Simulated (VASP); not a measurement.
# LiNbO3 (R-3c) in VASP: notebook

The runs below take LiNbO3 through relaxation of shape and atoms at fixed volume, relaxation of cell and atoms, single point, with PBE.

Program: VASP 6.6.1. These are calculated values, not measurements. Logs are shortened: lines on timing, memory, paths and dates and some standing lists are left out, and cuts for length are marked.

**1. The cell of the first run**

The structure is trigonal, space group R-3c (No. 167). Conventional cell: a = 5.274 Å, b = 5.274 Å, c = 13.930 Å, α = 90.00°, β = 90.00°, γ = 120.00°. Li (site symmetry 32) has 3 O at 2.01 Å within 2.7 Å. Nb (site symmetry -3) has 6 O at 2.02 Å within 2.7 Å. O (site symmetry 2) has 1 Li at 2.01 Å and 2 Nb at 2.02 Å within 2.7 Å.

**2. Relaxation of shape and atoms at fixed volume, PBE (11.19 Å³/atom)**

Input file INCAR:

```
PREC = Accurate
ENCUT = 600
EDIFF = 1E-6
ISMEAR = 0
SIGMA = 0.02
LREAL = False
LASPH = True
NELM = 100
ALGO = Normal
ISIF = 4
LWAVE = False
LCHARG = False
GGA = PE
IBRION = 2
NSW = 50
EDIFFG = -0.01
```

Input file KPOINTS:

```
Automatic mesh
0
Gamma
  6 6 6
```

Input file POSCAR:

```
LiNbO3
1.0
    2.6370244483      1.5224867751      4.6433105421
   -2.6370244483      1.5224867751      4.6433105421
    0.0000000000     -3.0449735501      4.6433105421
Li Nb O
2 2 6
Direct
    0.2500000000      0.2500000000      0.2500000000
    0.7500000000      0.7500000000      0.7500000000
    0.0000000000      0.0000000000      0.0000000000
    0.5000000000      0.5000000000      0.5000000000
    0.1303003399      0.3696996601      0.7500000000
    0.7500000000      0.1303003399      0.3696996601
    0.3696996601      0.7500000000      0.1303003399
    0.2500000000      0.8696996601      0.6303003399
    0.8696996601      0.6303003399      0.2500000000
    0.6303003399      0.2500000000      0.8696996601
```

Potentials or basis: VASP PAW PBE potentials, release 64 (Li_sv, Nb_sv, O).

Run with:

```
cat potpaw_PBE.64/Li_sv/POTCAR potpaw_PBE.64/Nb_sv/POTCAR potpaw_PBE.64/O/POTCAR > POTCAR
mpirun -np 1 vasp_std > vasp.out
```

OUTCAR:

```text
PREC = Accurate
   ENCUT = 600
   EDIFF = 1E-6
   ISMEAR = 0
   LREAL = False
   LASPH = True
   NELM = 100
   ISIF = 4
   GGA = PE
   IBRION = 2
   NSW = 50
   EDIFFG = -0.01

 ion  position               nearest neighbor table
   1  0.250  0.250  0.250-   8 2.01  10 2.01   9 2.01
   2  0.750  0.750  0.750-   6 2.01   7 2.01   5 2.01
   3  0.000  0.000  0.000-   6 2.02   8 2.02   5 2.02   9 2.02   7 2.02  10 2.02
   4  0.500  0.500  0.500-   7 2.02  10 2.02   9 2.02   5 2.02   6 2.02   8 2.02
   5  0.130  0.370  0.750-   2 2.01   3 2.02   4 2.02
   6  0.750  0.130  0.370-   2 2.01   3 2.02   4 2.02
   7  0.370  0.750  0.130-   2 2.01   4 2.02   3 2.02
   8  0.250  0.870  0.630-   1 2.01   3 2.02   4 2.02
   9  0.870  0.630  0.250-   1 2.01   3 2.02   4 2.02
  10  0.630  0.250  0.870-   1 2.01   4 2.02   3 2.02

  LATTYP: Found a trigonal (rhomboedric) cell.
 ALAT       =     5.5526747349
 COS(alpha) =     0.5489197214

  Lattice vectors:

 A1 = (   2.6370244483,   1.5224867751,   4.6433105421)
 A2 = (  -2.6370244483,   1.5224867751,   4.6433105421)
 A3 = (   0.0000000000,  -3.0449735501,   4.6433105421)

Analysis of symmetry for initial positions (statically):
=====================================================================
 Subroutine PRICEL returns:
 Original cell was already a primitive cell.

 Routine SETGRP: Setting up the symmetry group for a
 trigonal (rhombohedral) supercell.

 Subroutine GETGRP returns: Found 12 space group operations
 (whereof  6 operations were pure point group operations)
 out of a pool of 12 trial point group operations.

The static configuration has the point symmetry S_6 .
 The point group associated with its full space group is D_3d.

Analysis of symmetry for dynamics (positions and initial velocities):
=====================================================================
 Subroutine PRICEL returns:
 Original cell was already a primitive cell.

 Routine SETGRP: Setting up the symmetry group for a
 trigonal (rhombohedral) supercell.

 Subroutine GETGRP returns: Found 12 space group operations
 (whereof  6 operations were pure point group operations)
 out of a pool of 12 trial point group operations.

The dynamic configuration has the point symmetry S_6 .
 The point group associated with its full space group is D_3d.

 Subroutine INISYM returns: Found 12 space group operations
 (whereof  6 operations are pure point group operations),
 and found     1 'primitive' translations

[... 112 lines left out ...]
   EDIFFG = -.1E-01   stopping-criterion for IOM
   NSW    =     50    number of steps for IOM
   IBRION =      2    ionic relax: 0-MD 1-quasi-New 2-CG
   NFREE  =      1    steps in history (QN), initial steepest desc. (CG)
   ISIF   =      4    stress and relaxation
   ISYM   =      2    0-nonsym 1-usesym 2-fastsym
   POTIM  = 0.5000    time-step for ionic-motion
   TEBEG  =    0.0;   TEEND  =   0.0 temperature during run
   PSTRESS=    0.0 pullay stress
   NELECT =      68.0000    total number of electrons
   NUPDOWN=      -1.0000    fix difference up-down
   EMIN   =  10.00;   EMAX   =-10.00  energy-range for DOS
   EFERMI =   0.00;   METHOD = LEGACY
   ISMEAR =     0;   SIGMA  =   0.02  broadening in eV -4-tet -1-fermi 0-gaus
   EFERMI_NEDOS =   21; number of points for ismear=-14 and -15
   IALGO  =     38    algorithm
   IMIX   =      4    mixing-type and parameters
     AMIX     =   0.40;   BMIX     =  1.00
     AMIX_MAG =   1.60;   BMIX_MAG =  1.00
  volume/ion in A,a.u.               =      11.19        75.48
  Fermi-wavevector in a.u.,A,eV,Ry     =   1.386848  2.620763 26.168736  1.923348
  Thomas-Fermi vector in A             =   2.511125
   LORBIT       =      0    0 simple, 1 ext, 2 COOP (PROOUT), +10 PAW based schemes
   GGA     = PE    functional components
   LHFCALC =     F    Hartree Fock is set to
   AEXX    =    0.0000 exact exchange contribution
   IVDW    =     0    specifies the selected vdW correction
   LEPSILON=     F    determine dielectric tensor
   LRPA    =     F    only Hartree local field effects (RPA)
 conjugate gradient relaxation of ions
 non-spin polarized calculation
 Gauss-broadening in eV      SIGMA  =   0.02
  energy-cutoff  :      600.00
  volume of cell :      111.85
 maximum number of plane-waves:      3763
 NGX is ok and might be reduce to    48
   NGX = 23   NGY = 23   NGZ = 23

--------------------------------------- Ionic step        1  -------------------------------------------

 number of electron      67.9999987 magnetization

 Free energy of the ion-electron system (eV)
  ---------------------------------------------------
  ext. energy  EPLUGINS =         0.00000000
  ---------------------------------------------------
  free energy    TOTEN  =       -79.70074533 eV

  energy without entropy =      -79.70074533  energy(sigma->0) =      -79.70074533

------------------------ aborting loop because EDIFF is reached ----------------------------------------

  FORCE on cell =-STRESS in cart. coord.  units (eV):
  Direction    XX          YY          ZZ          XY          YZ          ZX
  --------------------------------------------------------------------------------------
  -------------------------------------------------------------------------------------
  Total       -4.3814588     -4.3814588     -4.1842296      0.0000000     -0.0000000     -0.0000000
  in kB      -62.7599585    -62.7599585    -59.9348500      0.0000000     -0.0000000     -0.0000000
  external PRESSURE =     -61.8182557 kB  Pullay stress =       0.0000000 kB
[... 207 lines left out ...]
--------------------------------------- Ionic step        6  -------------------------------------------

 number of electron      67.9999991 magnetization

 Free energy of the ion-electron system (eV)
  ---------------------------------------------------
  ext. energy  EPLUGINS =         0.00000000
  ---------------------------------------------------
  free energy    TOTEN  =       -79.72128519 eV

  energy without entropy =      -79.72128519  energy(sigma->0) =      -79.72128519

 E-fermi :   3.4606     XC(G=0): -10.5328

 val. band max:        3.3158761827   @ k =  -0.1667   0.1667   0.0000
 cond. band min:       5.7143442127   @ k =   0.5000   0.5000   0.0000
 fundamental gap:      2.3984680300
 Fermi energy:         3.4605868139

 k-point     1 :       0.0000    0.0000    0.0000
  band No.  band energies     occupation
      1     -51.3050      2.00000
      2     -51.2928      2.00000
      3     -39.8453      2.00000
      4     -39.8438      2.00000
      5     -27.4815      2.00000
      6     -27.4815      2.00000
[... 1021 lines left out ...]
     39       8.1128      0.00000
     40       8.3411      0.00000

 [... further k-points ...]
[... 5 lines left out ...]
  --------------------------------------------------------------------------------------
  -------------------------------------------------------------------------------------
  Total       -3.0607477     -3.0607477     -3.0593255     -0.0000000     -0.0000000     -0.0000000
  in kB      -43.8421104    -43.8421104    -43.8217383     -0.0000000     -0.0000000     -0.0000000
  external PRESSURE =     -43.8353197 kB  Pullay stress =       0.0000000 kB
[... 25 lines left out ...]
  FREE ENERGIE OF THE ION-ELECTRON SYSTEM (eV)
  ---------------------------------------------------
  free  energy   TOTEN  =       -79.7212851920 eV

  energy  without entropy=      -79.7212851920  energy(sigma->0) =      -79.72128519

 reached required accuracy - stopping structural energy minimisation
```

Wall time 6.9 min (1 thread of Intel Xeon 6975P-C (Granite Rapids), shared host); peak memory 0.43 GiB.

What came out:

```yaml
Free_energy: -79.7213 eV
Energy_gained_by_relaxing: 2.1 meV/atom
Ionic_steps: 6
Pressure_after_relaxing: -4.4 GPa
Band_gap_on_the_k_mesh: 2.40 eV (least direct gap 2.56 eV)
```

The path:
| step | energy change (eV) | largest force (eV/Å) | pressure (GPa) | volume (Å³) |
| --- | --- | --- | --- | --- |
| 1 | 0.0000 | 0.2226 | -6.18 | 111.85 |
| 2 | -0.0118 | 0.1408 | -5.56 | 111.85 |
| 3 | -0.0196 | 0.0111 | -4.52 | 111.85 |
| 4 | -0.0196 | 0.0051 | -4.47 | 111.85 |
| 5 | -0.0204 | 0.0030 | -4.42 | 111.85 |
| 6 | -0.0205 | 0.0012 | -4.38 | 111.85 |

Final structure:
```
Li Nb O
1.0
     2.63927    1.52378    4.63541
    -2.63927    1.52378    4.63541
     0.00000   -3.04757    4.63541
Li Nb O
2 2 6
Direct
  0.25000 0.25000 0.25000
  0.75000 0.75000 0.75000
  0.00000 0.00000 0.00000
  0.50000 0.50000 0.50000
  0.13623 0.36377 0.75000
  0.75000 0.13623 0.36377
  0.36377 0.75000 0.13623
  0.25000 0.86377 0.63623
  0.86377 0.63623 0.25000
  0.63623 0.25000 0.86377
```

Caveat: the cutoff is under 1.25 times the usual one of these potentials, so pressure, stress and relaxed cells hold a basis-set (Pulay) error.

**3. Relaxation of shape and atoms at fixed volume, PBE (11.51 Å³/atom)**

This run uses another cell than the first one, of 11.51 Å³/atom.

Input file INCAR:

```
SYSTEM = LiNbO3
ALGO     = Normal         ! electronic algorithm
EDIFF    = 1E-6           ! SCF threshold, eV
EDIFFG   = -0.01          ! ionic threshold
ENCUT    = 600            ! plane-wave cutoff, eV
GGA      = PE             ! functional
IBRION   = 2              ! ionic algorithm
ISIF     = 4              ! what is computed and relaxed
ISMEAR   = 0              ! smearing method
LASPH    = .True.         ! aspherical terms in the spheres
LCHARG   = .False.        ! write CHGCAR
LREAL    = .False.        ! projectors in reciprocal space
LWAVE    = .False.        ! write WAVECAR
NELM     = 60             ! most SCF steps
NSW      = 50             ! ionic steps
PREC     = Accurate       ! precision mode
SIGMA    = 0.02           ! smearing width, eV
```

Input file KPOINTS:

```
k-points
0
Gamma
  6 6 6
  0 0 0
```

Input file POSCAR:

```
LiNbO3
1.0
    2.6639689552      1.5380431934      4.6823768525
   -2.6639689552      1.5380431934      4.6823768525
    0.0000000000     -3.0760863867      4.6823768525
Li Nb O
2 2 6
Direct
    0.2500000000      0.2500000000      0.2500000000
    0.7500000000      0.7500000000      0.7500000000
    0.0000000000      0.0000000000      0.0000000000
    0.5000000000      0.5000000000      0.5000000000
    0.1357323300      0.3642676700      0.7500000000
    0.7500000000      0.1357323300      0.3642676700
    0.3642676700      0.7500000000      0.1357323300
    0.2500000000      0.8642676700      0.6357323300
    0.8642676700      0.6357323300      0.2500000000
    0.6357323300      0.2500000000      0.8642676700
```

Potentials or basis: VASP PAW PBE potentials, release 64 (Li_sv, Nb_sv, O).

Run with:

```
cat potpaw_PBE.64/Li_sv/POTCAR potpaw_PBE.64/Nb_sv/POTCAR potpaw_PBE.64/O/POTCAR > POTCAR
mpirun -np 1 vasp_std > vasp.out
```

It took 7.4 min on 1 thread of Intel Xeon 6975P-C (Granite Rapids), shared host; peak memory 0.42 GiB.

The run converged. Its results:

```
Free energy               : -79.6066 eV
Energy gained by relaxing : 2.1 meV/atom
Ionic steps               : 6
Pressure after relaxing   : -7.7 GPa
Band gap on the k mesh    : 2.31 eV (least direct gap 2.44 eV)
```

Step by step:
| step | energy change (eV) | largest force (eV/Å) | pressure (GPa) | volume (Å³) |
| --- | --- | --- | --- | --- |
| 1 | 0.0000 | 0.2061 | -9.51 | 115.11 |
| 2 | -0.0104 | 0.1413 | -8.98 | 115.11 |
| 3 | -0.0195 | 0.0098 | -7.87 | 115.11 |
| 4 | -0.0195 | 0.0048 | -7.81 | 115.11 |
| 5 | -0.0208 | 0.0035 | -7.74 | 115.11 |
| 6 | -0.0209 | 0.0017 | -7.69 | 115.11 |

Final structure:
```xyz
10
Lattice="2.6677 1.5402 4.6692 -2.6677 1.5402 4.6692 0.0000 -3.0804 4.6692" Properties=species:S:1:pos:R:3 pbc="T T T"
Li    0.0000    0.0000    3.5019
Li    0.0000    0.0000   10.5057
Nb    0.0000    3.0804    9.3384
Nb    0.0000    0.0000    7.0038
O    -0.5752   -1.5402    5.8365
O     1.6215    0.2720    5.8365
O    -1.0463    1.2683    5.8365
O    -1.6215   -0.2720    8.1711
O     0.5752    1.5402    8.1711
O     1.0463   -1.2683    8.1711
```

Levels at points of the mesh, in eV from the valence-band top:
```csv
k point,band 31,band 32,band 33,band 34,band 35,band 36,band 37,band 38
"(0.00, 0.00, 0.00)",-0.26,-0.18,-0.15,-0.15,2.34,2.34,2.52,4.45
"(0.50, 0.00, 0.00)",-0.31,-0.31,-0.23,-0.23,3.88,3.88,3.92,3.92
"(0.50, 0.50, 0.00)",-1.06,-0.41,-0.36,-0.18,2.31,3.51,3.83,4.12
"(0.50, 0.50, 0.50)",-0.31,-0.31,-0.31,-0.31,3.95,3.95,4.16,4.16
```

Caveat: the cutoff is under 1.25 times the usual one of these potentials, so pressure, stress and relaxed cells hold a basis-set (Pulay) error.

**4. Relaxation of shape and atoms at fixed volume, PBE (10.53 Å³/atom)**

This run uses another cell than the first one, of 10.53 Å³/atom.

Input file INCAR:

```
SYSTEM = LiNbO3
  PREC = Accurate
  ENCUT = 600
  EDIFF = 1E-6
  ISMEAR = 0
  SIGMA = 0.02
  LREAL = .FALSE.
  LASPH = .TRUE.
  NELM = 100
  ALGO = Normal
  ISIF = 4
  LWAVE = .FALSE.
  LCHARG = .FALSE.
  GGA = PE
  IBRION = 2
  NSW = 50
  EDIFFG = -0.01
```

Input file KPOINTS:

```
Automatic mesh
0
G
  6 6 6
  0 0 0
```

Input file POSCAR:

```
LiNbO3
1.0
    2.5847923485      1.4923305582      4.5513395102
   -2.5847923485      1.4923305582      4.5513395102
    0.0000000000     -2.9846611164      4.5513395102
Li Nb O
2 2 6
Direct
    0.2500000000      0.2500000000      0.2500000000
    0.7500000000      0.7500000000      0.7500000000
    0.0000000000      0.0000000000      0.0000000000
    0.5000000000      0.5000000000      0.5000000000
    0.1303003399      0.3696996601      0.7500000000
    0.7500000000      0.1303003399      0.3696996601
    0.3696996601      0.7500000000      0.1303003399
    0.2500000000      0.8696996601      0.6303003399
    0.8696996601      0.6303003399      0.2500000000
    0.6303003399      0.2500000000      0.8696996601
```

Run with:

```
cat potpaw_PBE.64/Li_sv/POTCAR potpaw_PBE.64/Nb_sv/POTCAR potpaw_PBE.64/O/POTCAR > POTCAR
mpirun -np 1 vasp_std > vasp.out
```

Run time: 12 min. Hardware: 1 thread of Intel Xeon Platinum 8259CL at 2.50GHz (Skylake/Cascade Lake), shared host; peak memory 0.41 GiB.

The run converged. Its results:

```yaml
Free_energy: -79.7116 eV
Energy_gained_by_relaxing: 1.5 meV/atom
Ionic_steps: 5
Pressure_after_relaxing: 4.4 GPa
Band_gap_on_the_k_mesh: 2.59 eV (least direct gap 2.67 eV)
```

Stress tensor (GPa, compression positive):
```
4.38 0.00 0.00
0.00 4.38 0.00
0.00 0.00 4.56
```

Step by step:
```
step  energy change (eV)  largest force (eV/Å)  pressure (GPa)  volume (Å³)
   1              0.0000                0.2129            6.14       105.34
   2             -0.0105                0.1219            5.37       105.34
   3             -0.0152                0.0006            4.42       105.34
   4             -0.0152                0.0055            4.47       105.34
   5             -0.0155                0.0018            4.44       105.34
```

Final structure:
```
Li Nb O
1.0
     2.58593    1.49299    4.54733
    -2.58593    1.49299    4.54733
     0.00000   -2.98598    4.54733
Li Nb O
2 2 6
Direct
  0.25000 0.25000 0.25000
  0.75000 0.75000 0.75000
  0.00000 0.00000 0.00000
  0.50000 0.50000 0.50000
  0.12574 0.37426 0.75000
  0.75000 0.12574 0.37426
  0.37426 0.75000 0.12574
  0.25000 0.87426 0.62574
  0.87426 0.62574 0.25000
  0.62574 0.25000 0.87426
```

Levels at points of the mesh, in eV from the valence-band top:
| k point | band 32 | band 33 | band 34 | band 35 | band 36 | band 37 |
| --- | --- | --- | --- | --- | --- | --- |
| (0.00, 0.00, 0.00) | -0.19 | -0.19 | -0.02 | 2.65 | 2.65 | 2.80 |
| (0.50, 0.00, 0.00) | -0.28 | -0.22 | -0.22 | 4.20 | 4.20 | 4.24 |
| (0.50, 0.50, 0.00) | -0.43 | -0.31 | -0.28 | 2.59 | 3.63 | 3.99 |
| (0.50, 0.50, 0.50) | -0.31 | -0.31 | -0.31 | 4.23 | 4.23 | 4.53 |

Caveat: the cutoff is under 1.25 times the usual one of these potentials, so pressure, stress and relaxed cells hold a basis-set (Pulay) error.

**5. Relaxation of cell and atoms, PBE**

This run uses another cell than the first one, of 10.86 Å³/atom.

Input file INCAR:

```
PREC = Accurate
ENCUT = 600
EDIFF = 1E-7
ISMEAR = 0
SIGMA = 0.02
LREAL = F
LASPH = T
NELM = 60
ALGO = Normal
ISIF = 3
LWAVE = F
LCHARG = F
GGA = PE
IBRION = 2
NSW = 100
EDIFFG = -0.005
```

Input file KPOINTS:

```
Automatic mesh
0
Gamma
  6 6 6
```

POSCAR: that of step 4 with these lines changed.

```diff
@@ -2,5 +2,5 @@
 1.0
-    2.5847923485      1.4923305582      4.5513395102
-   -2.5847923485      1.4923305582      4.5513395102
-    0.0000000000     -2.9846611164      4.5513395102
+    2.6111696024      1.5075594729      4.5977849580
+   -2.6111696024      1.5075594729      4.5977849580
+    0.0000000000     -3.0151189457      4.5977849580
 Li Nb O
```

Run with:

```
cat potpaw_PBE.64/Li_sv/POTCAR potpaw_PBE.64/Nb_sv/POTCAR potpaw_PBE.64/O/POTCAR > POTCAR
mpirun -np 1 vasp_std > vasp.out
```

Run time: 12 min. Hardware: 1 thread of Intel Xeon Platinum 8259CL at 2.50GHz (Skylake/Cascade Lake), shared host; peak memory 0.42 GiB.

It converged, with:

```yaml
Free_energy: -79.7616 eV
Relaxed_volume: 10.83 Å³/atom
Relaxed_cell: a = 5.494 Å, b = 5.494 Å, c = 5.494 Å, α = 56.71°, β = 56.71°, γ = 56.71°
Space_group_after_relaxing_to_0.1_Å: R-3c (No. 167)
Energy_gained_by_relaxing: 0.0 meV/atom
Ionic_steps: 3
Pressure_after_relaxing: 0.0 GPa
Band_gap_on_the_k_mesh: 2.50 eV (least direct gap 2.62 eV)
```

Forces in eV/Å, atoms in the order of the input:
```
Li   0.000  0.000  0.000
Li   0.000  0.000  0.000
Nb   0.000  0.000  0.000
Nb   0.000  0.000  0.000
O   -0.002  0.000  0.000
O    0.001 -0.002  0.000
O    0.001  0.002  0.000
O   -0.001  0.002  0.000
O    0.002  0.000  0.000
O   -0.001 -0.002  0.000
```

Stress tensor (GPa, compression positive):
```
 0.02  0.00  0.00
 0.00  0.02  0.00
 0.00  0.00 -0.06
```

The path:
```
step  energy change (eV)  largest force (eV/Å)  pressure (GPa)  volume (Å³)
   1              0.0000                0.0189           -0.52       108.59
   2              0.0001                0.0257            0.59       108.04
   3             -0.0005                0.0021            0.00       108.33
```

Final structure:
```
Li Nb O
1.0
     2.60913    1.50638    4.59379
    -2.60913    1.50638    4.59379
     0.00000   -3.01276    4.59379
Li Nb O
2 2 6
Cartesian
  0.0000 0.0000 3.4453
  0.0000 0.0000 10.3360
  0.0000 0.0000 0.0000
  0.0000 0.0000 6.8907
  -0.6242 -1.5064 5.7422
  1.6167 0.2126 5.7422
  -0.9925 1.2938 5.7422
  -1.6167 -0.2126 8.0391
  0.6242 1.5064 8.0391
  0.9925 -1.2938 8.0391
```

Levels at points of the mesh, in eV from the valence-band top:
```csv
k point,band 31,band 32,band 33,band 34,band 35,band 36,band 37,band 38
"(0.00, 0.00, 0.00)",-0.25,-0.21,-0.21,-0.07,2.55,2.55,2.72,4.63
"(0.50, 0.00, 0.00)",-0.28,-0.28,-0.23,-0.23,4.09,4.09,4.14,4.14
"(0.50, 0.50, 0.00)",-0.98,-0.42,-0.31,-0.26,2.50,3.59,3.93,4.32
"(0.50, 0.50, 0.50)",-0.30,-0.30,-0.30,-0.30,4.15,4.15,4.41,4.41
```

Caveat: the cutoff is under 1.25 times the usual one of these potentials, so pressure, stress and relaxed cells hold a basis-set (Pulay) error.

(Continued in part 2 of 2.)
